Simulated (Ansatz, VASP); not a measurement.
**One calculation of GaAs, two programs**

Contents of INCAR:

```
PREC = Accurate
ENCUT = 520
EDIFF = 1E-6
ISMEAR = -1
SIGMA = 0.08
LREAL = F
LASPH = T
NELM = 60
ALGO = Normal
ISIF = 2
LWAVE = F
LCHARG = F
GGA = CA
NBANDS = 16
```

The input KPOINTS:

```
Automatic mesh
0
Gamma
  13 13 13
```

POSCAR

```
GaAs
1.0
    0.0000000000      2.2955210896      2.2955210896
    2.2955210896      0.0000000000      2.2955210896
    2.2955210896      2.2955210896      0.0000000000
Ga As
1 1
Direct
    0.0000000000      0.0000000000      0.0000000000
    0.2500000000      0.2500000000      0.2500000000
```

Input for Ansatz:

```yaml
crystal:
  lattice:
    - [0.0, 2.2955210896, 2.2955210896]
    - [2.2955210896, 0.0, 2.2955210896]
    - [2.2955210896, 2.2955210896, 0.0]
  atoms:
    - { symbol: Ga, position: [0.0, 0.0, 0.0] }
    - { symbol: As, position: [0.25, 0.25, 0.25] }
kpoints:
  mp_grid: { grid: [13, 13, 13] }
scf:
  occupations: { method: fermi_dirac, width: 0.08 }
hamiltonian:
  xc: lda
  pseudopotentials: { kind: all_electron, datasets: crystal }
output:
  forces: true
  stress: true
  eigenvalues: true
```

Change from the starting cell: volume scaled by 0.55, crystal datasets.

Alike in both runs: task single point; functional LDA; k mesh 13 × 13 × 13; occupations fermi-dirac, width 0.08 eV; no spin polarisation.

```csv
,VASP,Ansatz
version,VASP 6.6.1,Ansatz 0.2.0
potentials or method,"VASP PAW LDA potentials, release 64 (Ga_d, As), cutoff 520 eV","all-electron PAW with datasets made for the crystal, scalar-relativistic"
```

|  | VASP | Ansatz | Ansatz less VASP |
| --- | --- | --- | --- |
| pressure (GPa) | 170.0 | 167.0 | -3.03 |

LDA's correlation is that of Perdew and Zunger in VASP and of Perdew and Wang (1992) in Ansatz. Both programs put the cell under a high pressure, so it lies far from rest at this level. Ansatz ran all-electron here, and VASP with PAW potentials.

Noted on VASP's run: the cell as given lies far from equilibrium.
